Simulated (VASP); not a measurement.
Runs of VASP 6.6.1 on TiO2 (rutile type). The structure is that of space group P4_2/mnm (No. 136), or close to it. The cells are those of the table. 

```csv
task,cell,cutoff (eV),gap on the mesh (eV),pressure (GPa),largest force (eV/Å)
single point,"a = 3.840, b = 3.840, c = 2.686 Å, 6 atoms",520,2.76,278.0,0.05
single point,"a = 4.085, b = 4.085, c = 2.757 Å, 6 atoms",520,(c),142.5,(a)
relaxation of shape and atoms at fixed volume,"relaxed from a = 4.310, b = 4.310, c = 2.752 Å, 6 atoms",600,2.19,77.6,-
single point,"a = 4.256, b = 4.256, c = 2.823 Å, 6 atoms",520,2.19,78.0,0.02
single point,"a = 4.414, b = 4.414, c = 2.886 Å, 6 atoms",520,1.99,(b),0.02
relaxation of shape and atoms at fixed volume,"relaxed from a = 4.449, b = 4.449, c = 2.840 Å, 6 atoms",600,1.99,36.2,-
```

Alike in all rows: level PBE; potentials or basis VASP PAW PBE potentials, release 64 (Ti_sv, O); no spin polarisation; k mesh 8 × 8 × 11; smearing fermi-dirac 0.08 eV.

**Question.** Fill in the values left out.

**Answer.** (a) 0.03; (b) 36.5; (c) 2.46.

A k mesh can miss the band edges.
